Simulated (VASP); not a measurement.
Input of a VASP 6.6.1 run:

Contents of INCAR:

```
PREC     = Accurate       # precision mode
ENCUT    = 520            # plane-wave cutoff, eV
EDIFF    = 1E-6           # SCF threshold, eV
ISMEAR   = 0              # smearing method
SIGMA    = 0.1            # smearing width, eV
LREAL    = False          # projectors in reciprocal space
LASPH    = True           # aspherical terms in the spheres
NELM     = 150            # most SCF steps
ALGO     = Fast           # electronic algorithm
ISIF     = 2              # what is computed and relaxed
LWAVE    = False          # write WAVECAR
LCHARG   = True           # write CHGCAR
ISPIN    = 2              # spin polarisation
MAGMOM   = 1.43 1.43 1.81 1.81 1.81 0.28 # initial moments
LORBIT   = 11             # projections on sites
LMAXMIX  = 4              # l up to which the mixer works
GGA      = PE             # functional
LELF     = True           # ELF
LVHAR    = True         
NBANDS   = 42             # bands
```

KPOINTS

```
Automatic mesh
0
Gamma
  12 12 10
```

POSCAR

```
Co5Ru
1.0
    4.3841494571      0.0000000000      0.0000000000
   -2.1920747285      3.7967848038      0.0000000000
    0.0000000000      0.0000000000      4.0922590593
Co Ru
5 1
Direct
    0.6666666667      0.3333333333      0.0000000000
    0.3333333333      0.6666666667      0.0000000000
    0.0000000000      0.3416670222      0.5000000000
    0.6583329778      0.6583329778      0.5000000000
    0.3416670222      0.0000000000      0.5000000000
    0.0000000000      0.0000000000      0.0000000000
```

Potentials or basis: VASP PAW PBE potentials, release 64 (Co, Ru_pv).

Run with:

```bash
$ cat potpaw_PBE.64/Co/POTCAR potpaw_PBE.64/Ru_pv/POTCAR > POTCAR
$ mpirun -np 1 vasp_std > vasp.out
```

Question: What does it give for the net moment?

Answer: 7.41 μB per cell.

Question: What does it give for the pressure?

Answer: -0.7 GPa.

Question: Estimate the site moments.

Answer: Co +1.25, +1.59 (each value once); Ru +0.25 μB.

Question: What does it give for the largest force?

Answer: 0.008 eV/Å.

Forces on the atoms (eV/Å):
```
Co   0.000  0.000  0.000
Co   0.000  0.000  0.000
Co  -0.004  0.007  0.000
Co  -0.004 -0.007  0.000
Co   0.008  0.000  0.000
Ru   0.000  0.000  0.000
```
